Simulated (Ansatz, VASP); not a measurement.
**Two plane-wave programs on C**

```xyz
2
Lattice="-0.0190 1.7756 1.7756 1.7756 -0.0190 1.7756 1.7756 1.7756 -0.0190" Properties=species:S:1:pos:R:3 pbc="T T T"
C    -0.0005   -0.0005   -0.0005
C     0.8836    0.8836    0.8836
```

Change from the starting cell: strained cell.

Alike in both runs: functional PBEsol; k mesh 9 × 9 × 9; occupations gaussian, width 0.02 eV; no spin polarisation.

Ansatz relaxed the structure, and its values are those at the end. VASP's run is a single point on that final structure, the one shown.

|  | VASP | Ansatz |
| --- | --- | --- |
| version | VASP 6.6.1 | Ansatz 0.2.0 |
| potentials or method | VASP PAW PBE potentials, release 64 (C), cutoff 600 eV | scalar-relativistic, plane waves, PAW |
| valence electrons in the cell | 8 | 8 |

|  | VASP | Ansatz | Ansatz less VASP |
| --- | --- | --- | --- |
| gap on the k mesh at the Fermi level (eV) | 3.99 | 4.00 | +0.005 |
| least direct gap on the mesh (eV) | 5.36 | 5.36 | 0.000 |
| pressure (GPa) | -5.5 | -6.0 | -0.45 |
| rms of the force components (eV/Å) | 0.004 | 0.000 | -0.0036 |

VASP's potentials were made for PBE, not for PBEsol, and Ansatz warns of the same on its side. The functional is the same, so the differences come from potentials, cutoffs and numerics. Ansatz's warnings: stress scf threshold loose.
